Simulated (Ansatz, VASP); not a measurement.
**One calculation of BP, two programs**

```
B P
1.0
     0.00000    2.17824    2.17824
     2.17824    0.00000    2.17824
     2.17824    2.17824    0.00000
B P
1 1
Direct
  0.00000 0.00000 0.00000
  0.75000 0.75000 0.75000
```

Change from the starting cell: strain -0.040 along x and y, -0.040 along z, atoms carried along.

Alike in both runs: task single point; functional r2SCAN; k mesh 10 × 10 × 10; occupations gaussian, width 0.05 eV; no spin polarisation.

|  | VASP | Ansatz |
| --- | --- | --- |
| version | VASP 6.6.1 | Ansatz 0.2.0 |
| potentials or method | VASP PAW PBE potentials, release 64 (B, P), cutoff 520 eV | scalar-relativistic, plane waves, PAW |
| valence electrons in the cell | 8 | 8 |

```csv
,VASP,Ansatz,Ansatz less VASP
gap on the k mesh at the Fermi level (eV),1.28,1.25,-0.031
least direct gap on the mesh (eV),3.86,3.82,-0.041
pressure (GPa),25.1,25.8,+0.67
```

VASP's potentials were made for PBE, not for r2SCAN.
